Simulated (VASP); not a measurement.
Wanted: the native input for a VASP 6.6.1 run.

```
Task                   : single point
Functional             : PBE
Potentials or basis    : VASP PAW PBE potentials, release 64 (Yb, Pd, Se)
Cutoff                 : 520 eV
k mesh                 : 4 × 4 × 4
Occupations            : gaussian, width 0.1 eV
Spin                   : collinear spin, ferromagnetic start
Starting moments       : [1.0, 0.0, 0.0, 0.0, 0.0] μB
Dipole correction      : no
Further INCAR settings : ALGO = Normal; EDIFF = 1e-06; NBANDS = 38
```

The structure of YbPdSe3 lies in POSCAR:

```
YbPdSe3
1.0
    5.3013523007      0.0000000000      0.0000000000
    0.0000000000      5.3013523007      0.0000000000
    0.0000000000      0.0000000000      5.3013523007
Yb Pd Se
1 1 3
Direct
    0.5000000000      0.5000000000      0.5000000000
    0.0000000000      0.0000000000      0.0000000000
    0.0000000000      0.5000000000      0.5000000000
    0.5000000000      0.0000000000      0.5000000000
    0.5000000000      0.5000000000      0.0000000000
```

The cell was generated, and may not be a known phase.

These files were run (other wordings do the same):

INCAR

```
PREC = Accurate
ENCUT = 520
EDIFF = 1E-6
ISMEAR = 0
SIGMA = 0.1
LREAL = F
LASPH = T
NELM = 150
ALGO = Normal
ISIF = 2
LWAVE = F
LCHARG = T
ISPIN = 2
MAGMOM = 1 0 0 0 0
LORBIT = 11
LMAXMIX = 6
GGA = PE
LELF = T
LVHAR = T
NBANDS = 38
```

KPOINTS

```
Automatic mesh
0
Gamma
  4 4 4
```

Potentials or basis: VASP PAW PBE potentials, release 64 (Yb, Pd, Se).

The run is started by

```sh
$ cat potpaw_PBE.64/Yb/POTCAR potpaw_PBE.64/Pd/POTCAR potpaw_PBE.64/Se/POTCAR > POTCAR
$ mpirun -np 1 vasp_std > vasp.out
```

Results of the run:

```
Pressure                                              : 0.0 GPa
Net moment                                            : 0.83 μB per cell
Site moments                                          : Yb +0.19; Pd +0.09; Se +0.12 μB
Valence electrons inside the program's atomic spheres : Yb 22.30; Pd 8.83; Se 3.77
```

Run time: 15 min on 1 thread of Oxide Virtual Turin-like Processor, with other jobs on the host, peak memory 0.33 GiB.
